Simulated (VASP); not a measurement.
Here is a VASP 6.6.1 calculation.

Contents of INCAR:

```
SYSTEM = Lu
PREC = Accurate
ENCUT = 520
EDIFF = 1E-6
ISMEAR = -1
SIGMA = 0.1
LREAL = .False.
LASPH = .True.
NELM = 60
ALGO = Normal
ISIF = 2
LWAVE = .False.
LCHARG = .True.
GGA = CA
LELF = .True.
LVHAR = .True.
NBANDS = 32
```

File KPOINTS:

```
regular mesh
0
Gamma
  11 11 6
  0 0 0
```

Contents of POSCAR:

```
Lu
1.0
    3.3823924653      0.0000000000      0.0000000000
   -1.6911962327      2.9292378005      0.0000000000
    0.0000000000      0.0000000000      5.2524129119
Lu
2
Direct
    0.3333333333      0.6666666667      0.2500000000
    0.6666666667      0.3333333333      0.7500000000
```

Potentials or basis: VASP PAW PBE potentials, release 64 (Lu).

The run is started by

```bash
$ cat potpaw_PBE.64/Lu/POTCAR > POTCAR
$ mpirun -np 1 vasp_std > vasp.out
```

(1) What does it give for the band gap on the k mesh?

(2) What does it give for the pressure?

## Answers

(1) zero (bands 25 and 26 overlap by 1.91 eV).

(2) 0.2 GPa.

Caveat: the PAW data sets were made with another functional, which shifts forces and pressure a little; spin-orbit coupling is left out, which moves the levels of the heavy elements.
